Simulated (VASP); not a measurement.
Write the native input for VASP 6.6.1 that does the following.

```
Task                   : relaxation of cell and atoms
Functional             : PBE
Dispersion             : D3(BJ)
Potentials or basis    : VASP PAW PBE potentials, release 64 (Sn_d, O)
Cutoff                 : 600 eV
k mesh                 : 10 × 10 × 4
Occupations            : gaussian, width 0.1 eV
Spin                   : no spin polarisation
Dipole correction      : no
Further INCAR settings : ALGO = Fast; EDIFF = 1e-07; IBRION = 2; EDIFFG = -0.005; NSW = 100; ISIF = 3
```

The structure of SnO lies in POSCAR:

```
SnO
1.0
    2.7089383388     -2.7094791324      0.0000000000
    2.7089383388      2.7094791324      0.0000000000
    0.0000000000      0.0000000000      9.5093375019
Sn O
4 4
Direct
   -0.0000151309      0.0000151309      0.0006772477
    0.0000151309     -0.0000151309      0.5006772477
    0.5000222332      0.4999777668      0.2563304332
    0.4999777668      0.5000222332      0.7563304332
    1.0000806507      0.4998861404      0.3784961595
   -0.0000806507      0.5001138596      0.8784961595
    0.5001138596     -0.0000806507      0.3784961595
    0.4998861404      1.0000806507      0.8784961595
```

These files were run (other wordings do the same):

INCAR

```
SYSTEM = SnO
PREC = Accurate ; ENCUT = 600
EDIFF = 1E-7 ; ISMEAR = 0
SIGMA = 0.1 ; LREAL = .FALSE.
LASPH = .TRUE. ; NELM = 100
ALGO = Fast ; ISIF = 3
LWAVE = .FALSE. ; LCHARG = .FALSE.
GGA = PE ; IVDW = 12
IBRION = 2 ; NSW = 100
EDIFFG = -0.005 ; KPAR = 4
```

KPOINTS

```
regular mesh
0
G
  10 10 4
  0 0 0
```

Potentials or basis: VASP PAW PBE potentials, release 64 (Sn_d, O).

Run with:

```console
$ cat potpaw_PBE.64/Sn_d/POTCAR potpaw_PBE.64/O/POTCAR > POTCAR
$ mpirun -np 4 vasp_std > vasp.out
```

Results of the run:

| Property | Result |
| --- | --- |
| Relaxed volume | 17.44 Å³/atom |
| Relaxed cell | a = 3.836 Å, b = 3.836 Å, c = 9.480 Å, α = 90.00°, β = 90.00°, γ = 90.01° |
| Space group after relaxing (to 0.1 Å) | P4/nmm (No. 129) |
| Energy gained by relaxing | 0.1 meV/atom |
| Ionic steps | 9 |
| Pressure after relaxing | 0.0 GPa |
| Band gap on the k mesh | zero (bands 40 and 41 overlap by 0.04 eV) |
| Dispersion energy per atom | -0.236 eV |

Caveat: semilocal functionals underestimate gaps, and a narrow one can read as zero; spin-orbit coupling is left out, which moves the levels of the heavy elements.

Run time: 27 min on 4 MPI ranks on Oxide Virtual Turin-like Processor, with other jobs on the host, peak memory 0.68 GiB a rank.
